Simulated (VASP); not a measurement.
Input of a VASP 6.6.1 run:

The input INCAR:

```
SYSTEM = K2S
PREC     = Accurate       ! precision mode
ENCUT    = 500            ! plane-wave cutoff, eV
EDIFF    = 1E-6           ! SCF threshold, eV
ISMEAR   = 0              ! smearing method
SIGMA    = 0.05           ! smearing width, eV
LREAL    = .FALSE.        ! projectors in reciprocal space
LASPH    = .TRUE.         ! aspherical terms in the spheres
NELM     = 120            ! most SCF steps
ALGO     = Normal         ! electronic algorithm
ISIF     = 2              ! what is computed and relaxed
LWAVE    = .FALSE.        ! write WAVECAR
LCHARG   = .FALSE.        ! write CHGCAR
GGA      = PE             ! functional
NBANDS   = 19             ! bands
GGA_COMPAT= .FALSE.
```

Contents of KPOINTS:

```
regular mesh
0
G
  4 4 4
  0 0 0
```

File POSCAR:

```
K2S
1.0
    0.0000000000      3.7027568684      3.7027568684
    3.7027568684      0.0000000000      3.7027568684
    3.7027568684      3.7027568684      0.0000000000
S K
1 2
Direct
    0.0000000000      0.0000000000      0.0000000000
    0.2500000000      0.2500000000      0.2500000000
    0.7500000000      0.7500000000      0.7500000000
```

Potentials or basis: VASP PAW PBE potentials, release 64 (S, K_sv).

The run is started by

```console
$ cat potpaw_PBE.64/S/POTCAR potpaw_PBE.64/K_sv/POTCAR > POTCAR
$ mpirun -np 1 vasp_std > vasp.out
```

(1) Predict the band gap on the k mesh.

(2) Estimate the pressure.

Results:

(1) 2.38 eV (least direct gap 2.57 eV).

(2) 0.5 GPa.
